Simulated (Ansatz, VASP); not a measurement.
# One calculation of Al, two programs

```xyz
8
Lattice="5.0723 0.0000 0.0000 0.0000 5.0723 0.0000 0.0000 0.0000 5.0723" Properties=species:S:1:pos:R:3 pbc="T T T"
Al    0.0000    0.0000    0.0000
Al    2.5361    2.5361    2.5361
Al    1.2681    0.0000    2.5361
Al    3.8042    0.0000    2.5361
Al    2.5361    1.2681    0.0000
Al    2.5361    3.8042    5.0723
Al    5.0723    2.5361    1.2681
Al    5.0723    2.5361    3.8042
```

Alike in both runs: functional r2SCAN; k mesh 5 × 5 × 5; occupations fermi-dirac, width 0.1 eV; no spin polarisation.

Ansatz relaxed the structure, and its values are those at the end. VASP's run is a single point on that final structure, the one shown.

|  | VASP | Ansatz |
| --- | --- | --- |
| version | VASP 6.6.1 | Ansatz 0.2.0 |
| potentials or method | VASP PAW PBE potentials, release 64 (Al), cutoff 520 eV | plane waves (500 eV) with PAW, scalar-relativistic |
| valence electrons in the cell | 24 | 24 |

VASP gave:

- pressure (GPa): -0.3

Q: What did Ansatz give for the same quantities?

A: Pressure (GPa): 0.0.

VASP's potentials were made for PBE, not for r2SCAN. With one functional, cell and mesh, what is left measures potentials, basis and numerics.
